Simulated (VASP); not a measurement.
# MnSb (P6_3/mmc) in VASP: notebook

The runs below take MnSb through single point, with PBE.

All numbers are computed with VASP 6.6.1; they aren't measurements. Logs are shortened: lines on timing, memory, paths and dates and some standing lists are left out, and cuts for length are marked.

### 1 The cell of the first run

Symmetry: P6_3/mmc, No. 194, hexagonal system. The conventional cell has a = 4.150 Å, b = 4.150 Å, c = 5.780 Å, α = 90.00°, β = 90.00°, γ = 120.00°. Mn (site symmetry -3m) has 6 Sb at 2.80 Å and 2 Mn at 2.89 Å within 3.7 Å. Sb (site symmetry -6m2) has 6 Mn at 2.80 Å and 6 Sb at 3.75 Å within 3.8 Å.

### 2 Single point, PBE, collinear spin, antiferromagnetic start

File INCAR:

```
PREC = Accurate ; ENCUT = 520
EDIFF = 1E-6 ; ISMEAR = -1
SIGMA = 0.05 ; LREAL = F
LASPH = T ; NELM = 150
ALGO = Normal ; ISIF = 2
LWAVE = F ; LCHARG = F
ISPIN = 2 ; MAGMOM = 4 -4 0 0
LORBIT = 11 ; LMAXMIX = 4
GGA = PE ; NBANDS = 30
```

File KPOINTS:

```
Automatic mesh
0
Gamma
  7 7 5
```

File POSCAR:

```
MnSb
1.0
    4.1500000000      0.0000000000      0.0000000000
   -2.0750000000      3.5940054257      0.0000000000
    0.0000000000      0.0000000000      5.7800000000
Mn Sb
2 2
Direct
    0.0000000000      0.0000000000      0.0000000000
    0.0000000000      0.0000000000      0.5000000000
    0.3333333333      0.6666666667      0.2500000000
    0.6666666667      0.3333333333      0.7500000000
```

Potentials or basis: VASP PAW PBE potentials, release 64 (Mn_pv, Sb).

Run with:

```bash
$ cat potpaw_PBE.64/Mn_pv/POTCAR potpaw_PBE.64/Sb/POTCAR > POTCAR
$ mpirun -np 1 vasp_std > vasp.out
```

OUTCAR:

```text
PREC = Accurate
   ENCUT = 520
   EDIFF = 1E-6
   ISMEAR = -1
   LREAL = F
   LASPH = T
   NELM = 150
   ISIF = 2
   ISPIN = 2
   LORBIT = 11
   GGA = PE

 ion  position               nearest neighbor table
   1  0.000  0.000  0.000-   3 2.80   4 2.80   3 2.80   4 2.80   4 2.80   3 2.80   2 2.89   2 2.89

   2  0.000  0.000  0.500-   3 2.80   4 2.80   3 2.80   4 2.80   4 2.80   3 2.80   1 2.89   1 2.89

   3  0.333  0.667  0.250-   1 2.80   2 2.80   1 2.80   2 2.80   1 2.80   2 2.80   4 3.75   4 3.75
                             4 3.75   4 3.75   4 3.75   4 3.75
   4  0.667  0.333  0.750-   1 2.80   2 2.80   1 2.80   2 2.80   1 2.80   2 2.80   3 3.75   3 3.75
                             3 3.75   3 3.75   3 3.75   3 3.75

  LATTYP: Found a hexagonal cell.
 ALAT       =     4.1500000000
 C/A-ratio  =     1.3927710843

  Lattice vectors:

 A1 = (   4.1500000000,   0.0000000000,   0.0000000000)
 A2 = (  -2.0750000000,   3.5940054257,   0.0000000000)
 A3 = (   0.0000000000,   0.0000000000,   5.7800000000)

Analysis of symmetry for initial positions (statically):
=====================================================================
 Subroutine PRICEL returns:
 Original cell was already a primitive cell.

 Routine SETGRP: Setting up the symmetry group for a
 hexagonal supercell.

 Subroutine GETGRP returns: Found 24 space group operations
 (whereof 12 operations were pure point group operations)
 out of a pool of 24 trial point group operations.

The static configuration has the point symmetry D_3d.
 The point group associated with its full space group is D_6h.

Analysis of symmetry for dynamics (positions and initial velocities):
=====================================================================
 Subroutine PRICEL returns:
 Original cell was already a primitive cell.

 Routine SETGRP: Setting up the symmetry group for a
 hexagonal supercell.

 Subroutine GETGRP returns: Found 24 space group operations
 (whereof 12 operations were pure point group operations)
 out of a pool of 24 trial point group operations.

The dynamic configuration has the point symmetry D_3d.
 The point group associated with its full space group is D_6h.

Analysis of structural, dynamic, and magnetic symmetry:
=====================================================================
 Subroutine PRICEL returns:
 Original cell was already a primitive cell.

 Routine SETGRP: Setting up the symmetry group for a
 hexagonal supercell.

 Subroutine GETGRP returns: Found 24 space group operations
 (whereof 12 operations were pure point group operations)
 out of a pool of 24 trial point group operations.

The overall configuration has the point symmetry D_3d.
 The point group associated with its full space group is D_6h.

 Subroutine INISYM returns: Found 24 space group operations
 (whereof 12 operations are pure point group operations),
 and found     1 'primitive' translations

----------------------------------------------------------------------------------------

                                     Primitive cell

  volume of cell :      86.2094

  direct lattice vectors                    reciprocal lattice vectors
     4.150000000  0.000000000  0.000000000     0.240963855  0.139120547  0.000000000
    -2.075000000  3.594005426  0.000000000     0.000000000  0.278241094  0.000000000
     0.000000000  0.000000000  5.780000000     0.000000000  0.000000000  0.173010381

  length of vectors
     4.150000000  4.150000000  5.780000000     0.278241094  0.278241094  0.173010381

  position of ions in fractional coordinates (direct lattice)
     0.000000000  0.000000000  0.000000000
     0.000000000  0.000000000  0.500000000
     0.333333333  0.666666667  0.250000000
     0.666666667  0.333333333  0.750000000

  ion indices of the primitive-cell ions
   primitive index   ion index
                 1           1
                 2           2
                 3           3
                 4           4

----------------------------------------------------------------------------------------

 KPOINTS: Automatic mesh

Automatic generation of k-mesh.
 Grid dimensions read from file:
 generate k-points for:    7    7    5

 Generating k-lattice:

  Cartesian coordinates                     Fractional coordinates (reciprocal lattice)
     0.034423408  0.019874364  0.000000000     0.142857143  0.000000000  0.000000000
     0.000000000  0.039748728  0.000000000     0.000000000  0.142857143  0.000000000
     0.000000000  0.000000000  0.034602076     0.000000000  0.000000000  0.200000000

  Length of vectors
     0.039748728  0.039748728  0.034602076

  Shift w.r.t. Gamma in fractional coordinates (k-lattice)
     0.000000000  0.000000000  0.000000000

 Subroutine IBZKPT returns following result:
 ===========================================

 Found     24 irreducible k-points:

 Following reciprocal coordinates:
            Coordinates               Weight
  0.000000  0.000000  0.000000      1.000000
  0.142857  0.000000  0.000000      6.000000
  0.285714  0.000000  0.000000      6.000000
  0.428571 -0.000000  0.000000      6.000000
  0.142857  0.142857  0.000000      6.000000
  0.285714  0.142857  0.000000     12.000000
[... 16 lines left out ...]
  0.428571  0.142857  0.400000     12.000000
  0.285714  0.285714  0.400000     12.000000
   k-points           NKPTS =     24   k-points in BZ     NKDIM =     24   number of bands    NBANDS=     30
   number of dos      NEDOS =    301   number of ions     NIONS =      4
   total plane-waves  NPLWV =  49152
   dimension x,y,z NGX =    32 NGY =   32 NGZ =   48
   dimension x,y,z NGXF=    64 NGYF=   64 NGZF=   96
   ions per type =               2   2
   NGX,Y,Z   is equivalent  to a cutoff of  12.82, 12.82, 13.81 a.u.
   NGXF,Y,Z  is equivalent  to a cutoff of  25.64, 25.64, 27.61 a.u.
 SYSTEM =  unknown system
   PREC   = accura    normal or accurate (medium, high low for compatibility)
   ISTART =      0    job   : 0-new  1-cont  2-samecut
   ICHARG =      2    charge: 1-file 2-atom 10-const
   ISPIN  =      2    spin polarized calculation?
   LNONCOLLINEAR =      F non collinear calculations
   LSORBIT =      F    spin-orbit coupling
   LASPH  =      T    aspherical Exc in radial PAW
   ENCUT  =  520.0 eV  38.22 Ry    6.18 a.u.   7.72  7.72 10.75*2*pi/ulx,y,z
   NELM   =    150;   NELMIN=  2; NELMDL= -5     # of ELM steps
   EDIFF  = 0.1E-05   stopping-criterion for ELM
   LREAL  =      F    real-space projection
   EDIFFG = 0.1E-04   stopping-criterion for IOM
   NSW    =      0    number of steps for IOM
   IBRION =     -1    ionic relax: 0-MD 1-quasi-New 2-CG
   NFREE  =      0    steps in history (QN), initial steepest desc. (CG)
   ISIF   =      2    stress and relaxation
   ISYM   =      2    0-nonsym 1-usesym 2-fastsym
   POTIM  = 0.5000    time-step for ionic-motion
   TEBEG  =    0.0;   TEEND  =   0.0 temperature during run
   PSTRESS=    0.0 pullay stress
   NELECT =      36.0000    total number of electrons
   NUPDOWN=      -1.0000    fix difference up-down
   EMIN   =  10.00;   EMAX   =-10.00  energy-range for DOS
   EFERMI =   0.00;   METHOD = LEGACY
   ISMEAR =    -1;   SIGMA  =   0.05  broadening in eV -4-tet -1-fermi 0-gaus
   EFERMI_NEDOS =   21; number of points for ismear=-14 and -15
   IALGO  =     38    algorithm
   IMIX   =      4    mixing-type and parameters
     AMIX     =   0.40;   BMIX     =  1.00
     AMIX_MAG =   1.60;   BMIX_MAG =  1.00
  volume/ion in A,a.u.               =      21.55       145.44
  Fermi-wavevector in a.u.,A,eV,Ry     =   1.223651  2.312364 20.372288  1.497321
  Thomas-Fermi vector in A             =   2.358754
   LORBIT       =     11    0 simple, 1 ext, 2 COOP (PROOUT), +10 PAW based schemes
   GGA     = PE    functional components
   LHFCALC =     F    Hartree Fock is set to
   AEXX    =    0.0000 exact exchange contribution
   IVDW    =     0    specifies the selected vdW correction
   LEPSILON=     F    determine dielectric tensor
   LRPA    =     F    only Hartree local field effects (RPA)
 spin polarized calculation
  energy-cutoff  :      520.00
  volume of cell :       86.21
 maximum number of plane-waves:      2350
 NGX is ok and might be reduce to    32
   NGX = 15   NGY = 15   NGZ = 21

 number of electron      36.0000011 magnetization      -0.0000000

 number of electron      36.0000011 magnetization       0.0000000

 Free energy of the ion-electron system (eV)
  ---------------------------------------------------
  ext. energy  EPLUGINS =         0.00000000
  ---------------------------------------------------
  free energy    TOTEN  =       -26.10648971 eV

  energy without entropy =      -26.07513928  energy(sigma->0) =      -26.09081449

 E-fermi :   7.6078     XC(G=0): -10.6119

 val. band max:        7.5989989754   @ k =   0.1429   0.1429   0.2000
 cond. band min:       7.6451727667   @ k =   0.4286  -0.0000   0.2000
 fundamental gap:      0.0461737913
 Fermi energy:         7.6077668389

 spin component 1

 k-point     1 :       0.0000    0.0000    0.0000
  band No.  band energies     occupation
      1     -42.1726      1.00000
      2     -42.1726      1.00000
      3     -42.1516      1.00000
      4     -38.6826      1.00000
      5     -38.6680      1.00000
      6     -38.6680      1.00000
[... 22 lines left out ...]
     29      15.3777      0.00000
     30      15.3777      0.00000

 k-point     2 :       0.1429    0.0000    0.0000
  band No.  band energies     occupation
      1     -42.1729      1.00000
      2     -42.1727      1.00000
      3     -42.1515      1.00000
      4     -38.6825      1.00000
      5     -38.6684      1.00000
      6     -38.6681      1.00000
[... 22 lines left out ...]
     29      14.0374      0.00000
     30      14.5505      0.00000

 k-point     3 :       0.2857    0.0000    0.0000
  band No.  band energies     occupation
      1     -42.1736      1.00000
      2     -42.1728      1.00000
      3     -42.1514      1.00000
      4     -38.6824      1.00000
      5     -38.6693      1.00000
      6     -38.6683      1.00000
[... 659 lines left out ...]
      6     -38.6688      1.00000
[... 22 lines left out ...]
     29      14.8483      0.00000
     30      16.8344      0.00000

 k-point    24 :       0.2857    0.2857    0.4000
  band No.  band energies     occupation
      1     -42.1738      1.00000
      2     -42.1734      1.00000
      3     -42.1509      1.00000
      4     -38.6828      1.00000
      5     -38.6697      1.00000
      6     -38.6691      1.00000
[... 22 lines left out ...]
     29      15.2895      0.00000
     30      15.6241      0.00000
 Fermi energy:         7.6077668389

 spin component 2

 k-point     1 :       0.0000    0.0000    0.0000
  band No.  band energies     occupation
      1     -42.1726      1.00000
      2     -42.1726      1.00000
      3     -42.1516      1.00000
      4     -38.6826      1.00000
      5     -38.6680      1.00000
      6     -38.6680      1.00000
[... 22 lines left out ...]
     29      15.3777      0.00000
     30      15.3777      0.00000

 k-point     2 :       0.1429    0.0000    0.0000
  band No.  band energies     occupation
      1     -42.1729      1.00000
      2     -42.1727      1.00000
      3     -42.1515      1.00000
      4     -38.6825      1.00000
      5     -38.6684      1.00000
      6     -38.6681      1.00000
[... 22 lines left out ...]
     29      14.0374      0.00000
     30      14.5505      0.00000

 k-point     3 :       0.2857    0.0000    0.0000
  band No.  band energies     occupation
      1     -42.1736      1.00000
      2     -42.1728      1.00000
      3     -42.1514      1.00000
      4     -38.6824      1.00000
      5     -38.6693      1.00000
      6     -38.6683      1.00000
[... 682 lines left out ...]
     29      14.8483      0.00000
     30      16.8344      0.00000

 k-point    24 :       0.2857    0.2857    0.4000
  band No.  band energies     occupation
      1     -42.1738      1.00000
      2     -42.1734      1.00000
      3     -42.1509      1.00000
      4     -38.6828      1.00000
      5     -38.6697      1.00000
      6     -38.6691      1.00000
[... 22 lines left out ...]
     29      15.2895      0.00000
     30      15.6241      0.00000

------------------------ aborting loop because EDIFF is reached ----------------------------------------

  FORCE on cell =-STRESS in cart. coord.  units (eV):
  Direction    XX          YY          ZZ          XY          YZ          ZX
  --------------------------------------------------------------------------------------
  -------------------------------------------------------------------------------------
  Total       -1.9703439     -1.9703439     -1.9192012      0.0000000     -0.0000000      0.0000000
  in kB      -36.6182819    -36.6182819    -35.6678084      0.0000000     -0.0000000      0.0000000
  external PRESSURE =     -36.3014574 kB  Pullay stress =       0.0000000 kB

 VOLUME and BASIS-vectors are now :
 -----------------------------------------------------------------------------
  energy-cutoff  :      520.00
  volume of cell :       86.21
      direct lattice vectors                 reciprocal lattice vectors
     4.150000000  0.000000000  0.000000000     0.240963855  0.139120547  0.000000000
    -2.075000000  3.594005426  0.000000000     0.000000000  0.278241094  0.000000000
     0.000000000  0.000000000  5.780000000     0.000000000  0.000000000  0.173010381

 POSITION                                       TOTAL-FORCE (eV/Angst)
 -----------------------------------------------------------------------------------
      0.00000      0.00000      0.00000        -0.000000      0.000000      0.000000
      0.00000      0.00000      2.89000        -0.000000      0.000000      0.000000
     -0.00000      2.39600      1.44500         0.000000     -0.000000      0.000000
      2.07500      1.19800      4.33500        -0.000000      0.000000     -0.000000
 -----------------------------------------------------------------------------------
    total drift:                                0.000000     -0.000000      0.000000

  FREE ENERGIE OF THE ION-ELECTRON SYSTEM (eV)
  ---------------------------------------------------
  free  energy   TOTEN  =       -26.1064897064 eV

  energy  without entropy=      -26.0751392772  energy(sigma->0) =      -26.09081449

 total charge

# of ion       s       p       d       tot
------------------------------------------
    1        0.272   6.208   5.038  11.518
    2        0.272   6.208   5.038  11.518
    3        1.137   1.259   0.044   2.440
    4        1.137   1.259   0.044   2.440
--------------------------------------------------
tot          2.817  14.934  10.165  27.916

 magnetization (x)

# of ion       s       p       d       tot
------------------------------------------
    1        0.039   0.040   3.256   3.335
    2       -0.039  -0.040  -3.256  -3.335
    3        0.000   0.000   0.000   0.000
    4        0.000   0.000   0.000   0.000
--------------------------------------------------
tot         -0.000   0.000  -0.000  -0.000
```

It took 3.2 min on 1 thread of Intel Xeon 8259CL, shared host; peak memory 0.3 GiB.

Results:

```yaml
Free_energy: -26.1065 eV
Pressure: -3.6 GPa
Band_gap_on_the_k_mesh: zero (filled and empty bands overlap)
Net_moment: 0.00 μB per cell
Site_moments: Mn +3.33, -3.33; Sb +0.00 μB
Valence_electrons_inside_the_program's_atomic_spheres: Mn 11.52; Sb 2.44
```

Levels at points of the mesh, in eV from the Fermi level:
Spin up:
| k point | band 16 | band 17 | band 18 | band 19 | band 20 | band 21 |
| --- | --- | --- | --- | --- | --- | --- |
| (0.00, 0.00, 0.00) | -0.77 | 0.57 | 0.57 | 0.78 | 0.78 | 1.46 |
Spin down:
| k point | band 15 | band 16 | band 17 | band 18 | band 19 | band 20 | band 21 | band 22 |
| --- | --- | --- | --- | --- | --- | --- | --- | --- |
| (0.00, 0.00, 0.00) | -0.77 | -0.77 | 0.57 | 0.57 | 0.78 | 0.78 | 1.46 | 2.56 |

Caveat: the cell stands under tension; the antiferromagnetic order is the one typed at the start, and another may lie lower; spin-orbit coupling is left out, which moves the levels of the heavy elements.

(Continued in part 2 of 2.)

The gap in the log of VASP goes by the Fermi energy; the results here count the filled bands.